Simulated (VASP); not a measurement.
GaP, 2 atoms in the cell. Symmetry: F-43m, No. 216, cubic system. Conventional cell: a = 5.451 Å, b = 5.451 Å, c = 5.451 Å, α = 90.00°, β = 90.00°, γ = 90.00°. Within 3.1 Å of Ga (site symmetry -43m) lie 4 P at 2.36 Å. P (site symmetry -43m) has 4 Ga at 2.36 Å within 3.1 Å. 

| Property | Result |
| --- | --- |
| Program | VASP 6.6.1 |
| Task | relaxation of cell and atoms |
| Functional | PBE |
| Potentials or basis | VASP PAW PBE potentials, release 64 (Ga_d, P) |
| Cutoff | 600 eV |
| k mesh | 6 × 6 × 6 |
| Occupations | gaussian, width 0.01 eV |
| Spin | no spin polarisation |
| Dipole correction | no |
| Further INCAR settings | ALGO = Normal; EDIFF = 1e-06; IBRION = 2; EDIFFG = -0.01; NSW = 80; ISIF = 3 |

Potentials or basis: VASP PAW PBE potentials, release 64 (Ga_d, P).

Launch:

```console
$ cat potpaw_PBE.64/Ga_d/POTCAR potpaw_PBE.64/P/POTCAR > POTCAR
$ mpirun -np 1 vasp_std > vasp.out
```

Hardware: 1 thread of Intel(R) Xeon(R) 6975P-C (Granite Rapids), with other jobs on the host.

Q: How long does it take, and how much memory?

A: Wall time 11 s on 1 thread of Intel(R) Xeon(R) 6975P-C (Granite Rapids) (shared host), peak memory 0.18 GiB. Counts: scf iterations 26, k points 16, ion steps 3.
